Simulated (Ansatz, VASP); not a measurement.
BeTe: VASP beside Ansatz

File INCAR:

```
ALGO = Normal
EDIFF = 1E-6
ENCUT = 600
GGA = CA
GGA_COMPAT = F
ISIF = 2
ISMEAR = 0
LASPH = T
LCHARG = F
LREAL = F
LWAVE = F
NBANDS = 11
NELM = 120
PREC = Accurate
SIGMA = 0.02
```

Contents of KPOINTS:

```
k-points
0
Gamma
  8 8 8
```

Contents of POSCAR:

```
BeTe
1.0
    0.0000000000      2.7784000000      2.7784000000
    2.7784000000      0.0000000000      2.7784000000
    2.7784000000      2.7784000000      0.0000000000
Be Te
1 1
Direct
    0.0000000000      0.0000000000      0.0000000000
    0.2500000000      0.2500000000      0.2500000000
```

Input for Ansatz:

```yaml
crystal:
  lattice:
    - [0.0, 2.7784, 2.7784]
    - [2.7784, 0.0, 2.7784]
    - [2.7784, 2.7784, 0.0]
  atoms:
    - { symbol: Be, position: [0.0, 0.0, 0.0] }
    - { symbol: Te, position: [0.25, 0.25, 0.25] }
basis:
  ecutwfc: 420
kpoints:
  mp_grid: { grid: [8, 8, 8] }
hamiltonian:
  xc: lda
scf:
  occupations: { method: gaussian, width: 0.02 }
output:
  forces: true
  stress: true
  eigenvalues: true
```

Alike in both runs: task single point; functional LDA; k mesh 8 × 8 × 8; occupations gaussian, width 0.02 eV; no spin polarisation.

```csv
,VASP,Ansatz
version,VASP 6.6.1,Ansatz 0.2.0
potentials or method,"VASP PAW LDA potentials, release 64 (Be, Te), cutoff 600 eV","scalar-relativistic, plane waves, PAW"
valence electrons in the cell,8,18
```

VASP gave:

* gap on the k mesh at the Fermi level (eV): 1.77
* least direct gap on the mesh (eV): 3.55
* pressure (GPa): 0.2

Problem. Estimate Ansatz's values.

Solution. gap on the k mesh at the Fermi level (eV): 1.79; least direct gap on the mesh (eV): 3.59; pressure (GPa): -0.1.

LDA's correlation is that of Perdew and Zunger in VASP and of Perdew and Wang (1992) in Ansatz. VASP's potentials hold 8 valence electrons a cell and Ansatz's 18, so a difference there can come from the potentials and not from the codes.

Neither program's run includes spin-orbit coupling.
